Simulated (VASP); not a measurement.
# CeO2 (Fm-3m) in VASP: a series of runs

CeO2 is run at these levels: PBEsol; tasks: single point.

All numbers are computed with VASP 6.6.1; they aren't measurements. Logs are shortened: lines on timing, memory, paths and dates and some standing lists are left out, and cuts for length are marked.

## (1) The cell of the first run

Symmetry: Fm-3m, No. 225, cubic system. The conventional cell has a = 5.325 Å, b = 5.325 Å, c = 5.325 Å, α = 90.00°, β = 90.00°, γ = 90.00°. Ce (site symmetry m-3m) has 8 O at 2.31 Å within 3.0 Å. Within 3.0 Å of O (site symmetry -43m) lie 4 Ce at 2.31 Å and 6 O at 2.66 Å.

## (2) Single point, PBEsol (12.58 Å³/atom)

Input file INCAR:

```
SYSTEM = CeO2
PREC     = Accurate       ! precision mode
ENCUT    = 520            ! plane-wave cutoff, eV
EDIFF    = 1E-6           ! SCF threshold, eV
ISMEAR   = 0              ! smearing method
SIGMA    = 0.05           ! smearing width, eV
LREAL    = .FALSE.        ! projectors in reciprocal space
LASPH    = .TRUE.         ! aspherical terms in the spheres
NELM     = 60             ! most SCF steps
ALGO     = Normal         ! electronic algorithm
ISIF     = 2              ! what is computed and relaxed
LWAVE    = .FALSE.        ! write WAVECAR
LCHARG   = .FALSE.        ! write CHGCAR
GGA      = PS             ! functional
NBANDS   = 19             ! bands
```

Input file KPOINTS:

```
regular mesh
0
G
  12 12 12
  0 0 0
```

Input file POSCAR:

```
CeO2
1.0
    0.0000000000      2.6625322034      2.6625322034
    2.6625322034      0.0000000000      2.6625322034
    2.6625322034      2.6625322034      0.0000000000
Ce O
1 2
Direct
    0.0000000000      0.0000000000      0.0000000000
    0.2500000000      0.2500000000      0.2500000000
    0.7500000000      0.7500000000      0.7500000000
```

Potentials or basis: VASP PAW PBE potentials, release 64 (Ce, O).

Command:

```bash
$ cat potpaw_PBE.64/Ce/POTCAR potpaw_PBE.64/O/POTCAR > POTCAR
$ mpirun -np 1 vasp_std > vasp.out
```

OUTCAR:

```text
SYSTEM = CeO2
   PREC = Accurate
   ENCUT = 520
   EDIFF = 1E-6
   ISMEAR = 0
   LREAL = .FALSE.
   LASPH = .TRUE.
   NELM = 60
   ISIF = 2
   GGA = PS

 ion  position               nearest neighbor table
   1  0.000  0.000  0.000-   2 2.31   3 2.31   3 2.31   3 2.31   3 2.31   2 2.31   2 2.31   2 2.31

   2  0.250  0.250  0.250-   1 2.31   1 2.31   1 2.31   1 2.31
   3  0.750  0.750  0.750-   1 2.31   1 2.31   1 2.31   1 2.31

  LATTYP: Found a face centered cubic cell.
 ALAT       =     5.3250644068

  Lattice vectors:

 A1 = (   0.0000000000,   2.6625322034,   2.6625322034)
 A2 = (   2.6625322034,   0.0000000000,   2.6625322034)
 A3 = (   2.6625322034,   2.6625322034,   0.0000000000)

Analysis of symmetry for initial positions (statically):
=====================================================================
 Subroutine PRICEL returns:
 Original cell was already a primitive cell.

 Routine SETGRP: Setting up the symmetry group for a
 face centered cubic supercell.

 Subroutine GETGRP returns: Found 48 space group operations
 (whereof 48 operations were pure point group operations)
 out of a pool of 48 trial point group operations.

The static configuration has the point symmetry O_h .

Analysis of symmetry for dynamics (positions and initial velocities):
=====================================================================
 Subroutine PRICEL returns:
 Original cell was already a primitive cell.

 Routine SETGRP: Setting up the symmetry group for a
 face centered cubic supercell.

 Subroutine GETGRP returns: Found 48 space group operations
 (whereof 48 operations were pure point group operations)
 out of a pool of 48 trial point group operations.

The dynamic configuration has the point symmetry O_h .

 Subroutine INISYM returns: Found 48 space group operations
 (whereof 48 operations are pure point group operations),
 and found     1 'primitive' translations

----------------------------------------------------------------------------------------

                                     Primitive cell

  volume of cell :      37.7498

  direct lattice vectors                    reciprocal lattice vectors
     0.000000000  2.662532203  2.662532203    -0.187791156  0.187791156  0.187791156
     2.662532203  0.000000000  2.662532203     0.187791156 -0.187791156  0.187791156
     2.662532203  2.662532203  0.000000000     0.187791156  0.187791156 -0.187791156

  length of vectors
     3.765389152  3.765389152  3.765389152     0.325263823  0.325263823  0.325263823

  position of ions in fractional coordinates (direct lattice)
     0.000000000  0.000000000  0.000000000
     0.250000000  0.250000000  0.250000000
[... 81 lines left out ...]
   EDIFFG = 0.1E-04   stopping-criterion for IOM
   NSW    =      0    number of steps for IOM
   IBRION =     -1    ionic relax: 0-MD 1-quasi-New 2-CG
   NFREE  =      0    steps in history (QN), initial steepest desc. (CG)
   ISIF   =      2    stress and relaxation
   ISYM   =      2    0-nonsym 1-usesym 2-fastsym
   POTIM  = 0.5000    time-step for ionic-motion
   TEBEG  =    0.0;   TEEND  =   0.0 temperature during run
   PSTRESS=    0.0 pullay stress
   NELECT =      24.0000    total number of electrons
   NUPDOWN=      -1.0000    fix difference up-down
   EMIN   =  10.00;   EMAX   =-10.00  energy-range for DOS
   EFERMI =   0.00;   METHOD = LEGACY
   ISMEAR =     0;   SIGMA  =   0.05  broadening in eV -4-tet -1-fermi 0-gaus
   EFERMI_NEDOS =   21; number of points for ismear=-14 and -15
   IALGO  =     38    algorithm
   IMIX   =      4    mixing-type and parameters
     AMIX     =   0.40;   BMIX     =  1.00
     AMIX_MAG =   1.60;   BMIX_MAG =  1.00
  volume/ion in A,a.u.               =      12.58        84.92
  Fermi-wavevector in a.u.,A,eV,Ry     =   1.407690  2.660148 26.961186  1.981591
  Thomas-Fermi vector in A             =   2.529924
   LORBIT       =      0    0 simple, 1 ext, 2 COOP (PROOUT), +10 PAW based schemes
   GGA     = PS    functional components
   LHFCALC =     F    Hartree Fock is set to
   AEXX    =    0.0000 exact exchange contribution
   IVDW    =     0    specifies the selected vdW correction
   LEPSILON=     F    determine dielectric tensor
   LRPA    =     F    only Hartree local field effects (RPA)
 non-spin polarized calculation
 Gauss-broadening in eV      SIGMA  =   0.05
  energy-cutoff  :      520.00
  volume of cell :       37.75
 maximum number of plane-waves:      1036
   NGX = 13   NGY = 13   NGZ = 13

 number of electron      24.0000013 magnetization

 Free energy of the ion-electron system (eV)
  ---------------------------------------------------
  ext. energy  EPLUGINS =         0.00000000
  ---------------------------------------------------
  free energy    TOTEN  =       -27.50095787 eV

  energy without entropy =      -27.50095787  energy(sigma->0) =      -27.50095787

 E-fermi :   6.0246     XC(G=0): -11.8573

 val. band max:        5.7396780657   @ k =  -0.2500   0.2500   0.0000
 cond. band min:       7.8276551661   @ k =   0.5000   0.0000   0.0000
 fundamental gap:      2.0879771005
 Fermi energy:         6.0245966632

 k-point     1 :       0.0000    0.0000    0.0000
  band No.  band energies     occupation
      1     -26.6130      2.00000
      2     -10.6360      2.00000
      3      -9.6776      2.00000
      4      -8.6918      2.00000
      5      -8.6918      2.00000
      6      -8.6918      2.00000
[... 505 lines left out ...]
      6      -6.3914      2.00000
[... 11 lines left out ...]
     18       8.5953      0.00000
     19       8.9191      0.00000

 [... further k-points ...]

------------------------ aborting loop because EDIFF is reached ----------------------------------------

  FORCE on cell =-STRESS in cart. coord.  units (eV):
  Direction    XX          YY          ZZ          XY          YZ          ZX
  --------------------------------------------------------------------------------------
  -------------------------------------------------------------------------------------
  Total        2.0215142      2.0215142      2.0215142     -0.0000000     -0.0000000      0.0000000
  in kB       85.7971330     85.7971330     85.7971330     -0.0000000     -0.0000000      0.0000000
  external PRESSURE =      85.7971330 kB  Pullay stress =       0.0000000 kB

 VOLUME and BASIS-vectors are now :
 -----------------------------------------------------------------------------
  energy-cutoff  :      520.00
  volume of cell :       37.75
      direct lattice vectors                 reciprocal lattice vectors
     0.000000000  2.662532203  2.662532203    -0.187791156  0.187791156  0.187791156
     2.662532203  0.000000000  2.662532203     0.187791156 -0.187791156  0.187791156
     2.662532203  2.662532203  0.000000000     0.187791156  0.187791156 -0.187791156

 POSITION                                       TOTAL-FORCE (eV/Angst)
 -----------------------------------------------------------------------------------
      0.00000      0.00000      0.00000        -0.000000     -0.000000     -0.000000
      1.33127      1.33127      1.33127         0.000000      0.000000      0.000000
      3.99380      3.99380      3.99380        -0.000000     -0.000000      0.000000
 -----------------------------------------------------------------------------------
    total drift:                                0.000000      0.000000      0.000000

  FREE ENERGIE OF THE ION-ELECTRON SYSTEM (eV)
  ---------------------------------------------------
  free  energy   TOTEN  =       -27.5009578653 eV

  energy  without entropy=      -27.5009578653  energy(sigma->0) =      -27.50095787
```

OSZICAR:

```text
N       E                     dE             d eps       ncg     rms          rms(c)
DAV:   1     0.224938284008E+03    0.22494E+03   -0.11378E+04  2832   0.169E+03
DAV:   2     0.697401687613E+01   -0.21796E+03   -0.18757E+03  3317   0.290E+02
DAV:   3    -0.312971350629E+02   -0.38271E+02   -0.36080E+02  3386   0.142E+02
[... 10 lines left out ...]
DAV:  14    -0.275012082339E+02   -0.13152E-03   -0.90789E-04  4783   0.251E-01    0.351E-01
DAV:  15    -0.275009640310E+02    0.24420E-03   -0.62827E-04  3360   0.299E-01    0.537E-02
DAV:  16    -0.275009731729E+02   -0.91419E-05   -0.58266E-05  4722   0.641E-02    0.744E-02
DAV:  17    -0.275009604098E+02    0.12763E-04   -0.11974E-05  3503   0.511E-02    0.396E-02
DAV:  18    -0.275009576796E+02    0.27301E-05   -0.90577E-06  3408   0.443E-02    0.301E-03
DAV:  19    -0.275009578653E+02   -0.18567E-06   -0.78242E-07  1832   0.681E-03
   1 F= -.27500958E+02 E0= -.27500958E+02  d E =-.154933E-17
```

stdout:

```text
POSCAR found type information on POSCAR CeO
 POSCAR found :  2 types and       3 ions
 scaLAPACK will be used
 -----------------------------------------------------------------------------
|                                                                             |
|                                                                             |
|     You enforced a specific xc type in the INCAR file but a different       |
|     I HOPE YOU KNOW WHAT YOU ARE DOING!                                     |
|                                                                             |
 -----------------------------------------------------------------------------

 LDA part: xc-table for (Slater+PW92), standard interpolation
 POSCAR, INCAR and KPOINTS ok, starting setup
 FFT: planning ... GRIDC
 FFT: planning ... GRID_SOFT
 FFT: planning ... GRID
 WAVECAR not read
 entering main loop
```

Wall time 61 s (1 thread of Intel Xeon Platinum 8259CL at 2.50GHz (Skylake/Cascade Lake), shared host); peak memory 0.21 GiB.

What came out:

```yaml
Free_energy: -27.5010 eV
Pressure: 8.6 GPa
Band_gap_on_the_k_mesh: 2.09 eV (least direct gap 2.20 eV)
```

Caveat: the cell stands under pressure; the PAW data sets were made with another functional, which shifts forces and pressure a little; spin-orbit coupling is left out, which moves the levels of the heavy elements; semilocal functionals describe open f shells poorly, which spoils levels, moments and volumes.

## (3) Single point, PBEsol (12.85 Å³/atom)

This run uses another cell than the first one, of 12.85 Å³/atom.

Input file INCAR:

```
SYSTEM = CeO2
  ALGO = Normal
  EDIFF = 1E-7
  ENCUT = 520
  GGA = PS
  ISIF = 2
  ISMEAR = 0
  LASPH = .True.
  LCHARG = .False.
  LREAL = .False.
  LWAVE = .False.
  NBANDS = 19
  NELM = 100
  PREC = Accurate
  SIGMA = 0.05
```

Input file KPOINTS:

```
k-points
0
Gamma
  12 12 12
  0 0 0
```

Input file POSCAR:

```
CeO2
1.0
    0.0000000000      2.6808950747      2.6808950747
    2.6808950747      0.0000000000      2.6808950747
    2.6808950747      2.6808950747      0.0000000000
Ce O
1 2
Direct
    0.0000000000      0.0000000000      0.0000000000
    0.2500000000      0.2500000000      0.2500000000
    0.7500000000      0.7500000000      0.7500000000
```

Potentials or basis: VASP PAW PBE potentials, release 64 (Ce, O).

Command:

```bash
$ cat potpaw_PBE.64/Ce/POTCAR potpaw_PBE.64/O/POTCAR > POTCAR
$ mpirun -np 1 vasp_std > vasp.out
```

OUTCAR:

```text
SYSTEM = CeO2
   EDIFF = 1E-7
   ENCUT = 520
   GGA = PS
   ISIF = 2
   ISMEAR = 0
   LASPH = .True.
   LREAL = .False.
   NELM = 100
   PREC = Accurate

 ion  position               nearest neighbor table
   1  0.000  0.000  0.000-   3 2.32   3 2.32   3 2.32   2 2.32   2 2.32   2 2.32   3 2.32   2 2.32

   2  0.250  0.250  0.250-   1 2.32   1 2.32   1 2.32   1 2.32
   3  0.750  0.750  0.750-   1 2.32   1 2.32   1 2.32   1 2.32

  LATTYP: Found a face centered cubic cell.
 ALAT       =     5.3617901494

  Lattice vectors:

 A1 = (   0.0000000000,   2.6808950747,   2.6808950747)
 A2 = (   2.6808950747,   0.0000000000,   2.6808950747)
 A3 = (   2.6808950747,   2.6808950747,   0.0000000000)

Analysis of symmetry for initial positions (statically):
=====================================================================
 Subroutine PRICEL returns:
 Original cell was already a primitive cell.

 Routine SETGRP: Setting up the symmetry group for a
 face centered cubic supercell.

 Subroutine GETGRP returns: Found 48 space group operations
 (whereof 48 operations were pure point group operations)
[... 163 lines left out ...]

  energy without entropy =      -27.53331113  energy(sigma->0) =      -27.53331113

 E-fermi :   5.8294     XC(G=0): -11.7444

 val. band max:        5.5091662973   @ k =  -0.2500   0.2500   0.0000
 cond. band min:       7.5383025222   @ k =   0.5000   0.0000   0.0000
 fundamental gap:      2.0291362248
 Fermi energy:         5.8293961150

 k-point     1 :       0.0000    0.0000    0.0000
  band No.  band energies     occupation
      1     -26.8668      2.00000
      2     -10.8181      2.00000
      3      -9.8500      2.00000
      4      -8.9747      2.00000
      5      -8.9747      2.00000
      6      -8.9747      2.00000
[... 505 lines left out ...]
      6      -6.7129      2.00000
[... 11 lines left out ...]
     18       8.2720      0.00000
     19       8.5857      0.00000

 [... further k-points ...]

------------------------ aborting loop because EDIFF is reached ----------------------------------------

  FORCE on cell =-STRESS in cart. coord.  units (eV):
  Direction    XX          YY          ZZ          XY          YZ          ZX
  --------------------------------------------------------------------------------------
  -------------------------------------------------------------------------------------
  Total        0.9719417      0.9719417      0.9719417      0.0000000      0.0000000      0.0000000
  in kB       40.4093033     40.4093033     40.4093033      0.0000000      0.0000000      0.0000000
  external PRESSURE =      40.4093033 kB  Pullay stress =       0.0000000 kB

 VOLUME and BASIS-vectors are now :
 -----------------------------------------------------------------------------
  energy-cutoff  :      520.00
  volume of cell :       38.54
      direct lattice vectors                 reciprocal lattice vectors
     0.000000000  2.680895075  2.680895075    -0.186504875  0.186504875  0.186504875
     2.680895075  0.000000000  2.680895075     0.186504875 -0.186504875  0.186504875
     2.680895075  2.680895075  0.000000000     0.186504875  0.186504875 -0.186504875

 POSITION                                       TOTAL-FORCE (eV/Angst)
 -----------------------------------------------------------------------------------
      0.00000      0.00000      0.00000         0.000000      0.000000     -0.000000
      1.34045      1.34045      1.34045         0.000000     -0.000000     -0.000000
      4.02134      4.02134      4.02134        -0.000000      0.000000      0.000000
 -----------------------------------------------------------------------------------
    total drift:                                0.000000      0.000000      0.000000

  FREE ENERGIE OF THE ION-ELECTRON SYSTEM (eV)
  ---------------------------------------------------
  free  energy   TOTEN  =       -27.5333111318 eV

  energy  without entropy=      -27.5333111318  energy(sigma->0) =      -27.53331113
```

OSZICAR:

```text
N       E                     dE             d eps       ncg     rms          rms(c)
DAV:   1     0.228352608021E+03    0.22835E+03   -0.11376E+04  2808   0.168E+03
DAV:   2     0.921690440263E+01   -0.21914E+03   -0.18854E+03  3325   0.290E+02
DAV:   3    -0.312514350718E+02   -0.40468E+02   -0.38200E+02  3410   0.142E+02
DAV:   4    -0.325474284141E+02   -0.12960E+01   -0.12947E+01  3691   0.259E+01
[... 11 lines left out ...]
DAV:  16    -0.275333322757E+02    0.10333E-04   -0.98281E-05  4589   0.596E-02    0.884E-02
DAV:  17    -0.275333131638E+02    0.19112E-04   -0.19499E-05  2848   0.697E-02    0.370E-02
DAV:  18    -0.275333110111E+02    0.21527E-05   -0.97053E-06  4550   0.373E-02    0.227E-03
DAV:  19    -0.275333111297E+02   -0.11862E-06   -0.61162E-07  2944   0.539E-03    0.146E-03
DAV:  20    -0.275333111318E+02   -0.20386E-08   -0.45312E-08  1400   0.148E-03
   1 F= -.27533311E+02 E0= -.27533311E+02  d E =-.300518E-21
```

It took 64 s on 1 thread of Intel Xeon Platinum 8259CL at 2.50GHz (Skylake/Cascade Lake), shared host; peak memory 0.2 GiB.

Results:

* Free energy: -27.5333 eV
* Pressure: 4.0 GPa
* Band gap on the k mesh: 2.03 eV (least direct gap 2.14 eV)

Caveat: the cell stands under pressure; the PAW data sets were made with another functional, which shifts forces and pressure a little; spin-orbit coupling is left out, which moves the levels of the heavy elements; semilocal functionals describe open f shells poorly, which spoils levels, moments and volumes. Spin polarisation is off, so any magnetic state and its effect on volume and gap are missing.
